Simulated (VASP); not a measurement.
**Tl2PdO3: single point with r2SCAN**

The system is Tl2PdO3.

```
CELL_PARAMETERS angstrom
0.00000 3.48639 0.00000
3.92576 0.00000 0.00000
1.96288 1.74319 -6.32801
ATOMIC_POSITIONS crystal
O 0.00000 0.50000 0.00000
O 0.16100 0.16100 0.67800
O 0.83900 0.83900 0.32200
Pd 0.00000 0.00000 0.00000
Tl 0.35300 0.35300 0.29400
Tl 0.64700 0.64700 0.70600
```

```yaml
Program: VASP 6.6.1
Task: single point
Functional: r2SCAN
Potentials_or_basis: VASP PAW PBE potentials, release 64 (O, Pd, Tl_d)
Cutoff: 520 eV
k_mesh: 8 × 8 × 8
Occupations: fermi-dirac, width 0.0102 eV
Spin: no spin polarisation
```

```
Pressure                                              : 5.6 GPa
Largest force                                         : 0.723 eV/Å
Band gap on the k mesh                                : zero (bands 27 and 28 overlap by 1.25 eV)
Valence electrons inside the program's atomic spheres : O 4.99, 4.91 (each value once); Pd 9.61; Tl 11.07
```

Forces on the atoms (eV/Å):
```
O    0.000  0.000  0.000
O    0.000  0.000 -0.250
O    0.000  0.000  0.250
Pd   0.000  0.000  0.000
Tl   0.000  0.000 -0.723
Tl   0.000  0.000  0.723
```

Stress tensor (GPa, compression positive):
```
7.61 0.00 0.00
0.00 3.00 0.00
0.00 0.00 6.13
```

Levels at points of the mesh, in eV from the Fermi level:
```tsv
k point	band 23	band 24	band 25	band 26	band 27	band 28	band 29	band 30	band 31	band 32
(0.00, 0.00, 0.00)	-2.57	-2.53	-2.48	-1.74	-1.11	-0.59	0.00	5.17	7.99	8.00
(0.50, 0.00, 0.00)	-2.27	-1.93	-1.45	-1.30	0.14	1.05	1.31	3.13	3.76	5.48
(0.00, 0.50, 0.00)	-2.24	-1.35	-0.90	-0.37	0.17	1.11	2.85	2.99	4.44	5.77
(0.50, 0.50, 0.00)	-1.62	-1.57	-1.43	-0.86	-0.77	-0.11	3.13	3.37	5.73	6.25
(0.00, 0.00, 0.50)	-2.67	-2.57	-1.70	-1.46	-0.94	-0.76	0.91	4.21	6.85	7.77
```

It took 9.8 min on 1 thread of Intel(R) Xeon(R) Platinum 8488C (Sapphire Rapids) (shared host), peak memory 0.39 GiB.

Caveat: the cell stands under pressure; the PAW data sets were made with another functional, which shifts forces and pressure a little; spin-orbit coupling is left out, which moves the levels of the heavy elements.
